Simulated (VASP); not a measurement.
# Zn (Fd-3m) in VASP: notebook

Runs on Zn. Level: PBEsol. Tasks: single point.

All numbers are computed with VASP 6.6.1; they aren't measurements. Logs are shortened: lines on timing, memory, paths and dates and some standing lists are left out, and cuts for length are marked.

## Step 1: The cell of the first run

It takes space group Fd-3m (No. 227, cubic). The conventional cell has a = 4.266 Å, b = 4.266 Å, c = 4.266 Å, α = 90.00°, β = 90.00°, γ = 90.00°. Within 2.5 Å of Zn (site symmetry -43m) lie 4 Zn at 1.85 Å.

This isn't the form of Zn at room conditions, which is hcp.

## Step 2: Single point, PBEsol (9.71 Å³/atom)

INCAR

```
PREC     = Accurate       # precision mode
ENCUT    = 520            # plane-wave cutoff, eV
EDIFF    = 1E-6           # SCF threshold, eV
ISMEAR   = -1             # smearing method
SIGMA    = 0.05           # smearing width, eV
LREAL    = False          # projectors in reciprocal space
LASPH    = True           # aspherical terms in the spheres
NELM     = 100            # most SCF steps
ALGO     = Normal         # electronic algorithm
ISIF     = 2              # what is computed and relaxed
LWAVE    = False          # write WAVECAR
LCHARG   = True           # write CHGCAR
GGA      = PS             # functional
LELF     = True           # ELF
LVHAR    = True         
NBANDS   = 19             # bands
```

KPOINTS

```
regular mesh
0
Gamma
  13 13 13
```

POSCAR

```
Zn
1.0
    0.0000000000      2.1331022007      2.1331022007
    2.1331022007      0.0000000000      2.1331022007
    2.1331022007      2.1331022007      0.0000000000
Zn
2
Direct
   -0.1250000000     -0.1250000000     -0.1250000000
    0.1250000000      0.1250000000      0.1250000000
```

Potentials or basis: VASP PAW PBE potentials, release 64 (Zn).

Launch:

```console
> cat potpaw_PBE.64/Zn/POTCAR > POTCAR
> mpirun -np 1 vasp_std > vasp.out
```

OUTCAR:

```text
PREC = Accurate
   ENCUT = 520
   EDIFF = 1E-6
   ISMEAR = -1
   LREAL = False
   LASPH = True
   NELM = 100
   ISIF = 2
   GGA = PS

 ion  position               nearest neighbor table
   1  0.875  0.875  0.875-   2 1.85   2 1.85   2 1.85   2 1.85
   2  0.125  0.125  0.125-   1 1.85   1 1.85   1 1.85   1 1.85

  LATTYP: Found a face centered cubic cell.
 ALAT       =     4.2662044014

  Lattice vectors:

 A1 = (   0.0000000000,   2.1331022007,   2.1331022007)
 A2 = (   2.1331022007,   0.0000000000,   2.1331022007)
 A3 = (   2.1331022007,   2.1331022007,   0.0000000000)

Analysis of symmetry for initial positions (statically):
=====================================================================
 Subroutine PRICEL returns:
 Original cell was already a primitive cell.

 Routine SETGRP: Setting up the symmetry group for a
 face centered cubic supercell.

 Subroutine GETGRP returns: Found 48 space group operations
 (whereof 12 operations were pure point group operations)
 out of a pool of 48 trial point group operations.

The static configuration has the point symmetry D_3d.
 The point group associated with its full space group is O_h .

Analysis of symmetry for dynamics (positions and initial velocities):
=====================================================================
 Subroutine PRICEL returns:
 Original cell was already a primitive cell.

 Routine SETGRP: Setting up the symmetry group for a
 face centered cubic supercell.

 Subroutine GETGRP returns: Found 48 space group operations
 (whereof 12 operations were pure point group operations)
 out of a pool of 48 trial point group operations.

The dynamic configuration has the point symmetry D_3d.
 The point group associated with its full space group is O_h .

 Subroutine INISYM returns: Found 48 space group operations
 (whereof 12 operations are pure point group operations),
 and found     1 'primitive' translations

----------------------------------------------------------------------------------------

                                     Primitive cell

  volume of cell :      19.4118

  direct lattice vectors                    reciprocal lattice vectors
     0.000000000  2.133102201  2.133102201    -0.234400396  0.234400396  0.234400396
     2.133102201  0.000000000  2.133102201     0.234400396 -0.234400396  0.234400396
     2.133102201  2.133102201  0.000000000     0.234400396  0.234400396 -0.234400396

  length of vectors
     3.016662062  3.016662062  3.016662062     0.405993395  0.405993395  0.405993395

[... 79 lines left out ...]
   NELM   =    100;   NELMIN=  2; NELMDL= -5     # of ELM steps
   EDIFF  = 0.1E-05   stopping-criterion for ELM
   LREAL  =      F    real-space projection
   EDIFFG = 0.1E-04   stopping-criterion for IOM
   NSW    =      0    number of steps for IOM
   IBRION =     -1    ionic relax: 0-MD 1-quasi-New 2-CG
   NFREE  =      0    steps in history (QN), initial steepest desc. (CG)
   ISIF   =      2    stress and relaxation
   ISYM   =      2    0-nonsym 1-usesym 2-fastsym
   POTIM  = 0.5000    time-step for ionic-motion
   TEBEG  =    0.0;   TEEND  =   0.0 temperature during run
   PSTRESS=    0.0 pullay stress
   NELECT =      24.0000    total number of electrons
   NUPDOWN=      -1.0000    fix difference up-down
   EMIN   =  10.00;   EMAX   =-10.00  energy-range for DOS
   EFERMI =   0.00;   METHOD = LEGACY
   ISMEAR =    -1;   SIGMA  =   0.05  broadening in eV -4-tet -1-fermi 0-gaus
   EFERMI_NEDOS =   21; number of points for ismear=-14 and -15
   IALGO  =     38    algorithm
   IMIX   =      4    mixing-type and parameters
     AMIX     =   0.40;   BMIX     =  1.00
     AMIX_MAG =   1.60;   BMIX_MAG =  1.00
  volume/ion in A,a.u.               =       9.71        65.50
  Fermi-wavevector in a.u.,A,eV,Ry     =   1.757075  3.320390 42.005428  3.087312
  Thomas-Fermi vector in A             =   2.826500
   LORBIT       =      0    0 simple, 1 ext, 2 COOP (PROOUT), +10 PAW based schemes
   GGA     = PS    functional components
   LHFCALC =     F    Hartree Fock is set to
   AEXX    =    0.0000 exact exchange contribution
   IVDW    =     0    specifies the selected vdW correction
   LEPSILON=     F    determine dielectric tensor
   LRPA    =     F    only Hartree local field effects (RPA)
 non-spin polarized calculation
  energy-cutoff  :      520.00
  volume of cell :       19.41
 maximum number of plane-waves:       535
   NGX = 11   NGY = 11   NGZ = 11

 number of electron      23.9999999 magnetization

 Free energy of the ion-electron system (eV)
  ---------------------------------------------------
  ext. energy  EPLUGINS =         0.00000000
  ---------------------------------------------------
  free energy    TOTEN  =         6.80546885 eV

  energy without entropy =        6.80901935  energy(sigma->0) =        6.80724410

 E-fermi :   6.8868     XC(G=0): -14.0722

 val. band max:        6.8468245948   @ k =   0.3846   0.1538   0.0769
 cond. band min:       6.9369291974   @ k =   0.3846   0.3846   0.0000
 fundamental gap:      0.0901046026
 Fermi energy:         6.8868047450

 k-point     1 :       0.0000    0.0000    0.0000
  band No.  band energies     occupation
      1      -7.5254      2.00000
      2      -4.8838      2.00000
      3      -4.8838      2.00000
      4      -4.7473      2.00000
      5      -4.7473      2.00000
      6      -4.7473      2.00000
[... 505 lines left out ...]
      6      -4.0114      2.00000
[... 11 lines left out ...]
     18      24.9891      0.00000
     19      26.0676      0.00000

 [... further k-points ...]

------------------------ aborting loop because EDIFF is reached ----------------------------------------

  FORCE on cell =-STRESS in cart. coord.  units (eV):
  Direction    XX          YY          ZZ          XY          YZ          ZX
  --------------------------------------------------------------------------------------
  -------------------------------------------------------------------------------------
  Total       29.4793629     29.4793629     29.4793629     -0.0000000     -0.0000000      0.0000000
  in kB     2433.1208942   2433.1208942   2433.1208942     -0.0000000     -0.0000000      0.0000000
  external PRESSURE =    2433.1208942 kB  Pullay stress =       0.0000000 kB

 VOLUME and BASIS-vectors are now :
 -----------------------------------------------------------------------------
  energy-cutoff  :      520.00
  volume of cell :       19.41
      direct lattice vectors                 reciprocal lattice vectors
     0.000000000  2.133102201  2.133102201    -0.234400396  0.234400396  0.234400396
     2.133102201  0.000000000  2.133102201     0.234400396 -0.234400396  0.234400396
     2.133102201  2.133102201  0.000000000     0.234400396  0.234400396 -0.234400396

 POSITION                                       TOTAL-FORCE (eV/Angst)
 -----------------------------------------------------------------------------------
      3.73293      3.73293      3.73293        -0.000000      0.000000      0.000000
      0.53328      0.53328      0.53328         0.000000     -0.000000     -0.000000
 -----------------------------------------------------------------------------------
    total drift:                                0.000000      0.000000      0.000000

  FREE ENERGIE OF THE ION-ELECTRON SYSTEM (eV)
  ---------------------------------------------------
  free  energy   TOTEN  =         6.8054688542 eV

  energy  without entropy=        6.8090193475  energy(sigma->0) =        6.80724410
```

OSZICAR:

```text
N       E                     dE             d eps       ncg     rms          rms(c)
DAV:   1     0.115536024282E+03    0.11554E+03   -0.11995E+04  3520   0.228E+03
DAV:   2     0.114370907793E+02   -0.10410E+03   -0.10098E+03  3204   0.314E+02
DAV:   3     0.622826931022E+01   -0.52088E+01   -0.51891E+01  3453   0.737E+01
DAV:   4     0.620336796838E+01   -0.24901E-01   -0.24897E-01  3497   0.505E+00
DAV:   5     0.620334148961E+01   -0.26479E-04   -0.26478E-04  3445   0.157E-01    0.203E+01
DAV:   6     0.663801956144E+01    0.43468E+00   -0.51127E-01  3785   0.191E+01    0.120E+01
DAV:   7     0.679232025873E+01    0.15430E+00   -0.38550E-02  3655   0.241E+00    0.315E+00
DAV:   8     0.680553200261E+01    0.13212E-01   -0.32899E-03  4743   0.728E-01    0.600E-02
DAV:   9     0.680547328629E+01   -0.58716E-04   -0.33008E-04  3697   0.177E-01    0.199E-02
DAV:  10     0.680546852954E+01   -0.47567E-05   -0.14715E-05  3708   0.405E-02    0.331E-03
DAV:  11     0.680546885422E+01    0.32468E-06   -0.11149E-06  2284   0.134E-02
   1 F= 0.68054689E+01 E0= 0.68072441E+01  d E =-.355049E-02
```

Wall time 11 s (1 thread of Intel Xeon 6975P-C (Granite Rapids), shared host); peak memory 0.15 GiB.

Results:

| Quantity | Value |
| --- | --- |
| Free energy | 6.8055 eV |
| Pressure | 243.3 GPa |
| Band gap on the k mesh | zero (bands 12 and 13 overlap by 14.56 eV) |

Levels at points of the mesh, in eV from the Fermi level:
```csv
k point,band 10,band 11,band 12,band 13,band 14,band 15
"(0.00, 0.00, 0.00)",-7.97,-7.97,11.66,11.66,11.66,12.01
```

Caveat: the cell stands under pressure; the PAW data sets were made with another functional, which shifts forces and pressure a little.

## Step 3: Single point, PBEsol (9.71 Å³/atom)

INCAR

```
SYSTEM = Zn
PREC = Accurate ; ENCUT = 520
EDIFF = 1E-7 ; ISMEAR = -1
SIGMA = 0.05 ; LREAL = .FALSE.
LASPH = .TRUE. ; NELM = 60
ALGO = Normal ; ISIF = 2
LWAVE = .FALSE. ; LCHARG = .FALSE.
GGA = PS ; NBANDS = 19
```

KPOINTS

```
regular mesh
0
G
  13 13 13
  0 0 0
```

POSCAR is that of step 2.

Potentials or basis: VASP PAW PBE potentials, release 64 (Zn).

Launch:

```console
> cat potpaw_PBE.64/Zn/POTCAR > POTCAR
> mpirun -np 1 vasp_std > vasp.out
```

Wall time 10 s (1 thread of Intel Xeon 6975P-C (Granite Rapids), shared host); peak memory 0.15 GiB.

It converged, with:

```yaml
Free_energy: 6.8055 eV
Pressure: 243.5 GPa
Band_gap_on_the_k_mesh: zero (bands 12 and 13 overlap by 14.56 eV)
```

Levels at points of the mesh, in eV from the Fermi level:
```csv
k point,band 8,band 9,band 10,band 11,band 12,band 13,band 14,band 15,band 16,band 17
"(0.00, 0.00, 0.00)",-9.35,-9.35,-7.97,-7.97,11.66,11.66,11.66,12.01,12.01,12.01
```

Caveat: the cell stands under pressure; the PAW data sets were made with another functional, which shifts forces and pressure a little.

## Step 4: Single point, PBEsol (11.29 Å³/atom)

This run uses another cell than the first one, of 11.29 Å³/atom.

INCAR

```
SYSTEM = Zn
PREC = Accurate
ENCUT = 520
EDIFF = 1E-6
ISMEAR = -1
SIGMA = 0.05
LREAL = .FALSE.
LASPH = .TRUE.
NELM = 60
ALGO = Normal
ISIF = 2
LWAVE = .FALSE.
LCHARG = .FALSE.
GGA = PS
NBANDS = 19
```

KPOINTS

```
Automatic mesh
0
G
  13 13 13
  0 0 0
```

POSCAR

```
Zn
1.0
    0.0000000000      2.2430838750      2.2430838750
    2.2430838750      0.0000000000      2.2430838750
    2.2430838750      2.2430838750      0.0000000000
Zn
2
Direct
   -0.1250000000     -0.1250000000     -0.1250000000
    0.1250000000      0.1250000000      0.1250000000
```

Launch:

```console
> cat potpaw_PBE.64/Zn/POTCAR > POTCAR
> mpirun -np 1 vasp_std > vasp.out
```

It took 9 s on 1 thread of Intel Xeon 6975P-C (Granite Rapids), shared host; peak memory 0.15 GiB.

It converged, with:

```yaml
Free_energy: 3.1308 eV
Pressure: 140.0 GPa
Band_gap_on_the_k_mesh: zero (bands 12 and 13 overlap by 12.63 eV)
```

Levels at points of the mesh, in eV from the Fermi level:
```csv
k point,band 9,band 10,band 11,band 12,band 13,band 14,band 15,band 16
"(0.00, 0.00, 0.00)",-8.54,-7.50,-7.50,10.35,10.35,10.35,10.99,10.99
```

Caveat: the cell stands under pressure; the PAW data sets were made with another functional, which shifts forces and pressure a little.
